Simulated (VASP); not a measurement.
Crystal: CoO.

```
Co O
1.0
     0.00000    2.14562    2.14562
     2.14562    0.00000    2.14562
     2.14562    2.14562    0.00000
Co O
1 1
Direct
  0.00000 0.00000 0.00000
  0.50000 0.50000 0.50000
```

Base run:

```yaml
Program: VASP 6.6.1
Functional: PBE
Potentials_or_basis: VASP PAW PBE potentials, release 64 (Co_sv, O)
Cutoff: 600 eV
k_mesh: 11 × 11 × 11
Occupations: fermi-dirac, width 0.05 eV
Spin: collinear spin, ferromagnetic start
Starting_moments: "[2.0, 0.0] μB"
```

Its results: pressure -7.4 GPa; net moment 2.96 μB per cell; site moments Co +2.54; O +0.30 μB.

**Question.** The run is repeated on the same cell with these changes: potentials or basis from VASP PAW PBE potentials, release 64 (Co_sv, O) to VASP PAW PBE potentials, release 64 (Co, O); cutoff from 600 eV to 520 eV; further incar settings from ALGO = Normal; EDIFF = 1e-06; NBANDS = 22 to ALGO = Normal; EDIFF = 1e-07; NBANDS = 18; valence electrons from 23 to 15. What comes out?

**Answer.** Pressure -5.5 GPa; net moment 2.94 μB per cell; site moments Co +2.58; O +0.30 μB.

Caveats: a cell with one magnetic atom can't hold antiferromagnetic order, which such compounds often take.
